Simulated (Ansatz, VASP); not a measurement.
## Two plane-wave programs on Co2Ru

```
CELL_PARAMETERS angstrom
4.47596 0.00000 0.00000
-2.23798 3.87630 0.00000
0.00000 0.00000 4.10199
ATOMIC_POSITIONS crystal
Co 0.00000 0.00000 0.00000
Co 0.32339 0.00000 0.50000
Co 0.00000 0.32339 0.50000
Co 0.67661 0.67661 0.50000
Ru 0.66667 0.33333 0.00000
Ru 0.33333 0.66667 0.00000
```

Alike in both runs: functional PBE; k mesh 6 × 6 × 4; occupations gaussian, width 0.1 eV; collinear spin.

Ansatz relaxed the structure, and its values are those at the end. VASP's run is a single point on that final structure, the one shown.

|  | VASP | Ansatz |
| --- | --- | --- |
| version | VASP 6.6.1 | Ansatz 0.2.0 |
| potentials or method | VASP PAW PBE potentials, release 64 (Co, Ru_pv), cutoff 520 eV | scalar-relativistic, plane waves, PAW |
| valence electrons in the cell | 64 | 100 |

|  | VASP | Ansatz | Ansatz less VASP |
| --- | --- | --- | --- |
| gap on the k mesh at the Fermi level (eV) | none | none | - |
| pressure (GPa) | -0.6 | 0.0 | +0.52 |
| net moment per atom (μB) | 0.89 | 0.90 | +0.006 |
| size of the moment on the site where the two differ most (μB) | 1.33 | 1.38 | +0.044 |

Site moments also hang on the region over which each program counts them. A gap of «none» marks a metal or a gap that the smearing closes. With one functional, cell and mesh, what is left measures potentials, basis and numerics. VASP's potentials hold 64 valence electrons a cell and Ansatz's 100, so a difference there can come from the potentials and not from the codes. Ansatz's warnings: seeded moment not kept.

The k mesh is coarse, so the values compare programs but aren't converged.
